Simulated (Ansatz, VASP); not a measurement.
## Si3GeO8 in VASP and in Ansatz

```
Si Ge O
1.0
     4.30056    0.01855    0.00000
     0.01855    4.28995    2.74708
    -0.01855   -4.28995    2.74708
Si Ge O
3 1 8
Direct
  0.50000 0.00000 0.50000
  0.50000 0.50000 0.00000
  0.00000 0.00000 0.00000
  0.00000 0.50000 0.50000
  0.67731 0.34561 0.65439
  0.69811 0.84382 0.15618
  0.80273 0.33661 0.13878
  0.80273 0.86122 0.66339
  0.30189 0.15618 0.84382
  0.32269 0.65439 0.34561
  0.19727 0.13878 0.33661
  0.19727 0.66339 0.86122
```

Alike in both runs: functional PBE; k mesh 6 × 4 × 4; occupations gaussian, width 0.1 eV; no spin polarisation.

Ansatz relaxed the structure, and its values are those at the end. VASP's run is a single point on that final structure, the one shown.

```csv
,VASP,Ansatz
version,VASP 6.6.1,Ansatz 0.2.0
potentials or method,"VASP PAW PBE potentials, release 64 (Si, Ge_d, O), cutoff 600 eV","scalar-relativistic, plane waves, PAW"
valence electrons in the cell,74,74
```

|  | VASP | Ansatz | Ansatz less VASP |
| --- | --- | --- | --- |
| gap on the k mesh at the Fermi level (eV) | 3.56 | 3.57 | +0.006 |
| least direct gap on the mesh (eV) | 3.56 | 3.57 | +0.006 |
| pressure (GPa) | -0.2 | 0.0 | +0.23 |
| rms of the force components (eV/Å) | 0.006 | 0.002 | -0.0046 |
